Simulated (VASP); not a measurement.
Crystal: GeSe.

```
Ge Se
1.0
    10.79000    0.00000    0.00000
     0.00000    3.82000    0.00000
     0.00000    0.00000    4.38000
Ge Se
4 4
Cartesian
  1.3056 2.8650 3.9157
  6.7006 2.8650 2.6543
  4.0894 0.9550 1.7257
  9.4844 0.9550 0.4643
  9.1931 2.8650 2.1769
  3.7981 2.8650 0.0131
  6.9919 0.9550 4.3669
  1.5969 0.9550 2.2031
```

| Item | Value |
| --- | --- |
| Program | VASP 6.6.1 |
| Task | relaxation of cell and atoms |
| Functional | PBE |
| Potentials or basis | VASP PAW PBE potentials, release 64 (Ge_d, Se) |
| Cutoff | 500 eV |
| k mesh | 2 × 6 × 6 |
| Occupations | gaussian, width 0.01 eV |
| Spin | no spin polarisation |

At the start: pressure 3.3 GPa; volume 22.57 Å³/atom.

Task: Where does the relaxation end?

Result: Over 14 steps the energy falls by 16.6 meV/atom and the volume is 24.62 Å³/atom (+9.1 %); space group Pnma (No. 62, to 0.1 Å) before and after.

Step by step:
```tsv
step	energy change (eV)	largest force (eV/Å)	pressure (GPa)	volume (Å³)
1	0.0000	0.2450	3.32	180.53
2	-0.0839	0.3392	-0.98	193.04
3	-0.0977	0.2093	0.11	189.45
4	-0.1077	0.1631	0.09	190.35
5	-0.1185	0.0895	0.11	192.37
6	-0.1188	0.0877	0.13	192.69
7	-0.1241	0.0576	-0.01	194.04
8	-0.1261	0.0376	-0.13	195.28
9	-0.1305	0.0258	0.03	195.57
10	-0.1320	0.0323	0.17	195.82
11	-0.1320	0.0344	0.20	195.87
12	-0.1324	0.0398	-0.14	197.41
13	-0.1327	0.0206	0.00	196.78
14	-0.1329	0.0165	-0.02	196.94
```

Final structure:
```yaml
crystal:
  lattice:
    - [11.19813, 0.00000, 0.00000]
    - [0.00000, 3.88077, 0.00000]
    - [0.00000, 0.00000, 4.53180]
  atoms:
    - { symbol: Ge, position: [0.12626, 0.75000, 0.88678] }
    - { symbol: Ge, position: [0.62626, 0.75000, 0.61322] }
    - { symbol: Ge, position: [0.37374, 0.25000, 0.38678] }
    - { symbol: Ge, position: [0.87374, 0.25000, 0.11322] }
    - { symbol: Se, position: [0.85195, 0.75000, 0.49285] }
    - { symbol: Se, position: [0.35195, 0.75000, 0.00714] }
    - { symbol: Se, position: [0.64805, 0.25000, 0.99286] }
    - { symbol: Se, position: [0.14805, 0.25000, 0.50714] }
```
